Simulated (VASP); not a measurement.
Wanted: the native input for a VASP 6.6.1 run.

| Quantity | Value |
| --- | --- |
| Task | single point |
| Functional | PBE |
| Potentials or basis | VASP PAW PBE potentials, release 64 (Ni) |
| Cutoff | 520 eV |
| k mesh | 16 × 16 × 16 |
| Occupations | fermi-dirac, width 0.1 eV |
| Spin | collinear spin, ferromagnetic start |
| Starting moments | [1.0, 1.0] μB |
| Dipole correction | no |
| Further INCAR settings | ALGO = Normal; EDIFF = 1e-06; NBANDS = 21 |

The structure of Ni lies in POSCAR:

```
Ni
1.0
    0.0000000000      2.0200464104      2.0200464104
    2.0200464104      0.0000000000      2.0200464104
    2.0200464104      2.0200464104      0.0000000000
Ni
2
Direct
   -0.1250000000     -0.1250000000     -0.1250000000
    0.1250000000      0.1250000000      0.1250000000
```

This isn't the form of Ni at room conditions, which is fcc.

These files were run (other wordings do the same):

INCAR

```
  PREC = Accurate
  ENCUT = 520
  EDIFF = 1E-6
  ISMEAR = -1
  SIGMA = 0.1
  LREAL = False
  LASPH = True
  NELM = 150
  ALGO = Normal
  ISIF = 2
  LWAVE = False
  LCHARG = False
  ISPIN = 2
  MAGMOM = 1 1
  LORBIT = 11
  LMAXMIX = 4
  GGA = PE
  NBANDS = 21
```

KPOINTS

```
regular mesh
0
Gamma
  16 16 16
```

Potentials or basis: VASP PAW PBE potentials, release 64 (Ni).

The run is started by

```bash
$ cat potpaw_PBE.64/Ni/POTCAR > POTCAR
$ mpirun -np 1 vasp_std > vasp.out
```

It gave:

The pressure is 294.6 GPa. The net moment is 0.80 μB per cell and the site moments are Ni +0.38 μB.

Caveat: the cell stands under pressure.

Wall time 100 s on 1 thread of Intel(R) Xeon(R) Platinum 8488C (Sapphire Rapids), with other jobs on the host, peak memory 0.2 GiB.
